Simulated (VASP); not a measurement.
Write the native input for VASP 6.6.1 that does the following.

```yaml
Task: single point
Functional: PBEsol
Potentials_or_basis: VASP PAW PBE potentials, release 64 (C)
Cutoff: 600 eV
k_mesh: 12 × 12 × 12
Occupations: gaussian, width 0.02 eV
Spin: no spin polarisation
Dipole_correction: no
Further_INCAR_settings: ALGO = Normal; EDIFF = 1e-06; NBANDS = 11
```

The structure of C lies in POSCAR:

```
C
1.0
    0.0000000000      1.7768339405      1.7768339405
    1.7768339405      0.0000000000      1.7768339405
    1.7768339405      1.7768339405      0.0000000000
C
2
Direct
    0.0000000000      0.0000000000      0.0000000000
    0.2500000000      0.2500000000      0.2500000000
```

One way to write it, as run:

INCAR

```
PREC     = Accurate       # precision mode
ENCUT    = 600            # plane-wave cutoff, eV
EDIFF    = 1E-6           # SCF threshold, eV
ISMEAR   = 0              # smearing method
SIGMA    = 0.02           # smearing width, eV
LREAL    = False          # projectors in reciprocal space
LASPH    = True           # aspherical terms in the spheres
NELM     = 120            # most SCF steps
ALGO     = Normal         # electronic algorithm
ISIF     = 2              # what is computed and relaxed
LWAVE    = False          # write WAVECAR
LCHARG   = False          # write CHGCAR
GGA      = PS             # functional
NBANDS   = 11             # bands
GGA_COMPAT= False
```

KPOINTS

```
Automatic mesh
0
Gamma
  12 12 12
```

Potentials or basis: VASP PAW PBE potentials, release 64 (C).

The run is started by

```bash
$ cat potpaw_PBE.64/C/POTCAR > POTCAR
$ mpirun -np 1 vasp_std > vasp.out
```

It gave:

The pressure is 0.5 GPa. The band gap on the k mesh is 4.06 eV, indirect (least direct gap 5.57 eV).

Caveat: the PAW data sets were made with another functional, which shifts forces and pressure a little.

Wall time 6.8 s on 1 thread of Intel(R) Xeon(R) Platinum 8259CL CPU @ 2.50GHz (Skylake/Cascade Lake), with other jobs on the host, peak memory 0.12 GiB.
